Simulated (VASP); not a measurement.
# SrTiO3 (Imma) in VASP: further runs

Runs on SrTiO3. Level: PBEsol. Tasks: single point.

Everything below comes from runs of VASP 6.6.1. Logs are shortened: lines on timing, memory, paths and dates and some standing lists are left out, and cuts for length are marked.

### 1 The cell of the first run

The structure is orthorhombic, space group Imma (No. 74). The conventional cell has a = 5.503 Å, b = 7.782 Å, c = 5.503 Å, α = 90.00°, β = 90.00°, γ = 90.00°. Within 3.4 Å of Sr (site symmetry mm2) lie 12 O at 2.52 to 2.98 Å and 8 Ti at 3.37 Å. Ti (site symmetry 2/m) has 6 O at 1.95 to 1.96 Å within 2.6 Å. Within 2.9 Å of O (site symmetry 2) lie 2 Ti at 1.95 Å and 4 Sr at 2.64 to 2.87 Å and 8 O at 2.75 to 2.77 Å. Within 2.6 Å of O (site symmetry mm2) lie 2 Ti at 1.96 Å and 1 Sr at 2.52 Å.

### 2 Single point, PBEsol (atoms displaced along a vibrational mode)

INCAR

```
SYSTEM = SrTiO3
ALGO = Normal
EDIFF = 1E-6
ENCUT = 520
GGA = PS
ISIF = 2
ISMEAR = 0
LASPH = .True.
LCHARG = .True.
LELF = .True.
LREAL = .False.
LVHAR = .True.
LWAVE = .False.
NBANDS = 51
NELM = 80
PREC = Accurate
SIGMA = 0.05
```

KPOINTS

```
k-points
0
Gamma
  6 6 6
  0 0 0
```

POSCAR

```
SrTiO3
1.0
   -3.8911201354      0.0000000000     -3.8911201354
    0.0000000000     -3.8911201354     -3.8911201354
   -3.8911201354     -3.8911201354      0.0000000000
Sr Ti O
2 2 6
Direct
    0.0000000000      0.0000000000      0.0000000000
    0.5000000000      0.5000000000      0.5000000000
    0.2500000000      0.2500000000      0.2500000000
    0.7500000000      0.7500000000      0.7500000000
    0.4793289866     -0.0206710134      0.5206710134
    0.0206710134      0.5206710134     -0.0206710134
    0.5206710134      0.0206710134     -0.0206710134
   -0.0206710134      0.4793289866      0.5206710134
    0.5000000000      0.5000000000      0.0413420267
    1.0000000000      1.0000000000      0.4586579733
```

Potentials or basis: VASP PAW PBE potentials, release 64 (Sr_sv, Ti_sv, O).

The run is started by

```sh
$ cat potpaw_PBE.64/Sr_sv/POTCAR potpaw_PBE.64/Ti_sv/POTCAR potpaw_PBE.64/O/POTCAR > POTCAR
$ mpirun -np 1 vasp_std > vasp.out
```

OUTCAR:

```text
SYSTEM = SrTiO3
   EDIFF = 1E-6
   ENCUT = 520
   GGA = PS
   ISIF = 2
   ISMEAR = 0
   LASPH = .True.
   LREAL = .False.
   NELM = 80
   PREC = Accurate

 ion  position               nearest neighbor table
   1  0.000  0.000  0.000-  10 2.52   6 2.64   7 2.64   8 2.64   5 2.64   9 2.76   9 2.76   8 2.87
                             6 2.87   5 2.87   7 2.87  10 2.98   3 3.37   4 3.37   4 3.37   3 3.37
   2  0.500  0.500  0.500-   9 2.52   6 2.64   7 2.64   8 2.64   5 2.64  10 2.76  10 2.76   5 2.87
                             7 2.87   8 2.87   6 2.87   9 2.98   4 3.37   4 3.37   4 3.37   3 3.37
   3  0.250  0.250  0.250-   5 1.95   6 1.95   7 1.95   8 1.95   9 1.96  10 1.96   1 3.37   1 3.37
                             1 3.37   2 3.37   1 3.37   2 3.37   2 3.37   2 3.37
   4  0.750  0.750  0.750-   5 1.95   6 1.95   7 1.95   8 1.95   9 1.96  10 1.96   2 3.37   2 3.37
                             1 3.37   2 3.37   2 3.37   1 3.37   1 3.37   1 3.37
   5  0.479  0.979  0.521-   3 1.95   4 1.95   1 2.64   2 2.64   1 2.87   2 2.87
   6  0.021  0.521  0.979-   3 1.95   4 1.95   1 2.64   2 2.64   1 2.87   2 2.87
   7  0.521  0.021  0.979-   3 1.95   4 1.95   1 2.64   2 2.64   2 2.87   1 2.87
   8  0.979  0.479  0.521-   3 1.95   4 1.95   1 2.64   2 2.64   2 2.87   1 2.87
   9  0.500  0.500  0.041-   3 1.96   4 1.96   2 2.52   1 2.76   1 2.76   2 2.98
  10  0.000  0.000  0.459-   3 1.96   4 1.96   1 2.52   2 2.76   2 2.76   1 2.98

  LATTYP: Found a face centered cubic cell.
 ALAT       =     7.7822402708

  Lattice vectors:

 A1 = (  -3.8911201354,   0.0000000000,  -3.8911201354)
 A2 = (   0.0000000000,  -3.8911201354,  -3.8911201354)
 A3 = (  -3.8911201354,  -3.8911201354,   0.0000000000)

Analysis of symmetry for initial positions (statically):
=====================================================================
 Subroutine PRICEL returns:
 Original cell was already a primitive cell.

 Routine SETGRP: Setting up the symmetry group for a
 face centered cubic supercell.

 Subroutine GETGRP returns: Found  8 space group operations
 (whereof  4 operations were pure point group operations)
 out of a pool of 48 trial point group operations.

The static configuration has the point symmetry C_2v.
 The point group associated with its full space group is D_2h.

Analysis of symmetry for dynamics (positions and initial velocities):
=====================================================================
 Subroutine PRICEL returns:
 Original cell was already a primitive cell.

 Routine SETGRP: Setting up the symmetry group for a
 face centered cubic supercell.

 Subroutine GETGRP returns: Found  8 space group operations
 (whereof  4 operations were pure point group operations)
 out of a pool of 48 trial point group operations.

The dynamic configuration has the point symmetry C_2v.
 The point group associated with its full space group is D_2h.

 Subroutine INISYM returns: Found  8 space group operations
 (whereof  4 operations are pure point group operations),
 and found     1 'primitive' translations

----------------------------------------------------------------------------------------

                                     Primitive cell

  volume of cell :     117.8295

  direct lattice vectors                    reciprocal lattice vectors
    -3.891120135  0.000000000 -3.891120135    -0.128497703  0.128497703 -0.128497703
     0.000000000 -3.891120135 -3.891120135     0.128497703 -0.128497703 -0.128497703
    -3.891120135 -3.891120135  0.000000000    -0.128497703 -0.128497703  0.128497703

  length of vectors
     5.502874868  5.502874868  5.502874868     0.222564550  0.222564550  0.222564550

  position of ions in fractional coordinates (direct lattice)
     0.000000000  0.000000000  0.000000000
     0.500000000  0.500000000  0.500000000
     0.250000000  0.250000000  0.250000000
     0.750000000  0.750000000  0.750000000
     0.479328987  0.979328987  0.520671013
     0.020671013  0.520671013  0.979328987
     0.520671013  0.020671013  0.979328987
     0.979328987  0.479328987  0.520671013
     0.500000000  0.500000000  0.041342027
     0.000000000  0.000000000  0.458657973

  ion indices of the primitive-cell ions
   primitive index   ion index
                 1           1
                 2           2
                 3           3
                 4           4
                 5           5
                 6           6
                 7           7
                 8           8
                 9           9
                10          10

----------------------------------------------------------------------------------------

 KPOINTS: k-points

Automatic generation of k-mesh.
 Grid dimensions read from file:
 generate k-points for:    6    6    6

 Generating k-lattice:

  Cartesian coordinates                     Fractional coordinates (reciprocal lattice)
    -0.021416284  0.021416284 -0.021416284     0.166666667  0.000000000  0.000000000
     0.021416284 -0.021416284 -0.021416284     0.000000000  0.166666667  0.000000000
    -0.021416284 -0.021416284  0.021416284     0.000000000  0.000000000  0.166666667

  Length of vectors
     0.037094092  0.037094092  0.037094092

  Shift w.r.t. Gamma in fractional coordinates (k-lattice)
     0.000000000  0.000000000  0.000000000

 Subroutine IBZKPT returns following result:
 ===========================================

 Found     46 irreducible k-points:

 Following reciprocal coordinates:
            Coordinates               Weight
  0.000000  0.000000  0.000000      1.000000
  0.166667  0.000000  0.000000      4.000000
  0.000000  0.000000  0.166667      4.000000
  0.333333  0.000000  0.000000      4.000000
  0.000000  0.000000  0.333333      4.000000
  0.500000  0.000000  0.000000      2.000000
[... 16 lines left out ...]
  0.000000 -0.166667  0.166667      8.000000
  0.166667  0.166667  0.333333      2.000000
 [... further k-points ...]
   k-points           NKPTS =     46   k-points in BZ     NKDIM =     46   number of bands    NBANDS=     51
   number of dos      NEDOS =    301   number of ions     NIONS =     10
   total plane-waves  NPLWV =  74088
   dimension x,y,z NGX =    42 NGY =   42 NGZ =   42
   dimension x,y,z NGXF=    84 NGYF=   84 NGZF=   84
   ions per type =               2   2   6
   NGX,Y,Z   is equivalent  to a cutoff of  12.69, 12.69, 12.69 a.u.
   NGXF,Y,Z  is equivalent  to a cutoff of  25.38, 25.38, 25.38 a.u.
 SYSTEM =  SrTiO3
   PREC   = accura    normal or accurate (medium, high low for compatibility)
   ISTART =      0    job   : 0-new  1-cont  2-samecut
   ICHARG =      2    charge: 1-file 2-atom 10-const
   ISPIN  =      1    spin polarized calculation?
   LNONCOLLINEAR =      F non collinear calculations
   LSORBIT =      F    spin-orbit coupling
   LASPH  =      T    aspherical Exc in radial PAW
   ENCUT  =  520.0 eV  38.22 Ry    6.18 a.u.  10.23 10.23 10.23*2*pi/ulx,y,z
   NELM   =     80;   NELMIN=  2; NELMDL= -5     # of ELM steps
   EDIFF  = 0.1E-05   stopping-criterion for ELM
   LREAL  =      F    real-space projection
   EDIFFG = 0.1E-04   stopping-criterion for IOM
   NSW    =      0    number of steps for IOM
   IBRION =     -1    ionic relax: 0-MD 1-quasi-New 2-CG
   NFREE  =      0    steps in history (QN), initial steepest desc. (CG)
   ISIF   =      2    stress and relaxation
   ISYM   =      2    0-nonsym 1-usesym 2-fastsym
   POTIM  = 0.5000    time-step for ionic-motion
   TEBEG  =    0.0;   TEEND  =   0.0 temperature during run
   PSTRESS=    0.0 pullay stress
   NELECT =      80.0000    total number of electrons
   NUPDOWN=      -1.0000    fix difference up-down
   EMIN   =  10.00;   EMAX   =-10.00  energy-range for DOS
   EFERMI =   0.00;   METHOD = LEGACY
   ISMEAR =     0;   SIGMA  =   0.05  broadening in eV -4-tet -1-fermi 0-gaus
   EFERMI_NEDOS =   21; number of points for ismear=-14 and -15
   IALGO  =     38    algorithm
   IMIX   =      4    mixing-type and parameters
     AMIX     =   0.40;   BMIX     =  1.00
     AMIX_MAG =   1.60;   BMIX_MAG =  1.00
  volume/ion in A,a.u.               =      11.78        79.52
  Fermi-wavevector in a.u.,A,eV,Ry     =   1.438865  2.719061 28.168602  2.070334
  Thomas-Fermi vector in A             =   2.557785
   LORBIT       =      0    0 simple, 1 ext, 2 COOP (PROOUT), +10 PAW based schemes
   GGA     = PS    functional components
   LHFCALC =     F    Hartree Fock is set to
   AEXX    =    0.0000 exact exchange contribution
   IVDW    =     0    specifies the selected vdW correction
   LEPSILON=     F    determine dielectric tensor
   LRPA    =     F    only Hartree local field effects (RPA)
 non-spin polarized calculation
 Gauss-broadening in eV      SIGMA  =   0.05
  energy-cutoff  :      520.00
  volume of cell :      117.83
 maximum number of plane-waves:      3218
 NGX is ok and might be reduce to    42
   NGX = 21   NGY = 21   NGZ = 21

 number of electron      80.0000004 magnetization

 Free energy of the ion-electron system (eV)
  ---------------------------------------------------
  ext. energy  EPLUGINS =         0.00000000
  ---------------------------------------------------
  free energy    TOTEN  =       -84.03497051 eV

  energy without entropy =      -84.03497051  energy(sigma->0) =      -84.03497051

 E-fermi :   4.2220     XC(G=0): -11.5977

 val. band max:        3.9628521891   @ k =   0.1667   0.1667   0.0000
 cond. band min:       5.9091034365   @ k =   0.0000   0.0000   0.0000
 fundamental gap:      1.9462512474
 Fermi energy:         4.2220259972

 k-point     1 :       0.0000    0.0000    0.0000
  band No.  band energies     occupation
      1     -52.1450      2.00000
      2     -52.1400      2.00000
      3     -28.5761      2.00000
      4     -28.5751      2.00000
      5     -28.5672      2.00000
      6     -28.5077      2.00000
[... 43 lines left out ...]
     50       9.8145      0.00000
     51      10.3146      0.00000
[... 1240 lines left out ...]
     50      10.6517      0.00000
     51      11.2791      0.00000

 [... further k-points ...]

------------------------ aborting loop because EDIFF is reached ----------------------------------------

  FORCE on cell =-STRESS in cart. coord.  units (eV):
  Direction    XX          YY          ZZ          XY          YZ          ZX
  --------------------------------------------------------------------------------------
  -------------------------------------------------------------------------------------
  Total        0.4004418      0.4004418     -0.4154422      0.4355188      0.0000000      0.0000000
  in kB        5.4449773      5.4449773     -5.6489436      5.9219348      0.0000000      0.0000000
  external PRESSURE =       1.7470036 kB  Pullay stress =       0.0000000 kB

 VOLUME and BASIS-vectors are now :
 -----------------------------------------------------------------------------
  energy-cutoff  :      520.00
  volume of cell :      117.83
      direct lattice vectors                 reciprocal lattice vectors
    -3.891120135  0.000000000 -3.891120135    -0.128497703  0.128497703 -0.128497703
     0.000000000 -3.891120135 -3.891120135     0.128497703 -0.128497703 -0.128497703
    -3.891120135 -3.891120135  0.000000000    -0.128497703 -0.128497703  0.128497703

 POSITION                                       TOTAL-FORCE (eV/Angst)
 -----------------------------------------------------------------------------------
      0.00000      0.00000      0.00000         0.053808      0.053808      0.000000
     -3.89112     -3.89112     -3.89112        -0.053808     -0.053808      0.000000
     -1.94556     -1.94556     -1.94556        -0.000000      0.000000      0.000000
     -5.83668     -5.83668     -5.83668        -0.000000      0.000000      0.000000
     -3.89112     -5.83668     -5.67581         0.000000      0.000000     -0.021023
     -3.89112     -5.83668     -2.10643         0.000000      0.000000      0.021023
     -5.83668     -3.89112     -2.10643         0.000000      0.000000      0.021023
     -5.83668     -3.89112     -5.67581         0.000000      0.000000     -0.021023
     -2.10643     -2.10643     -3.89112         0.077031      0.077031      0.000000
     -1.78469     -1.78469      0.00000        -0.077031     -0.077031      0.000000
 -----------------------------------------------------------------------------------
    total drift:                                0.000000      0.000000     -0.000000

  FREE ENERGIE OF THE ION-ELECTRON SYSTEM (eV)
  ---------------------------------------------------
  free  energy   TOTEN  =       -84.0349705136 eV

  energy  without entropy=      -84.0349705136  energy(sigma->0) =      -84.03497051
```

It took 7 min on 1 thread of Intel Xeon Platinum 8488C (Sapphire Rapids), shared host; peak memory 0.4 GiB.

What came out:

```
Free energy            : -84.0350 eV
Pressure               : 0.2 GPa
Largest force          : 0.109 eV/Å
Band gap on the k mesh : 1.95 eV (least direct gap 1.97 eV)
```

Forces on the atoms (eV/Å):
```
Sr   0.054  0.054  0.000
Sr  -0.054 -0.054  0.000
Ti   0.000  0.000  0.000
Ti   0.000  0.000  0.000
O    0.000  0.000 -0.021
O    0.000  0.000  0.021
O    0.000  0.000  0.021
O    0.000  0.000 -0.021
O    0.077  0.077  0.000
O   -0.077 -0.077  0.000
```

Stress tensor (GPa, compression positive):
```
 0.54  0.59  0.00
 0.59  0.54  0.00
 0.00  0.00 -0.56
```

Caveat: the cell differs from its parent crystal (atoms displaced along a vibrational mode); the PAW data sets were made with another functional, which shifts forces and pressure a little. A k mesh can miss the band edges.

(Continued in part 2 of 2.)
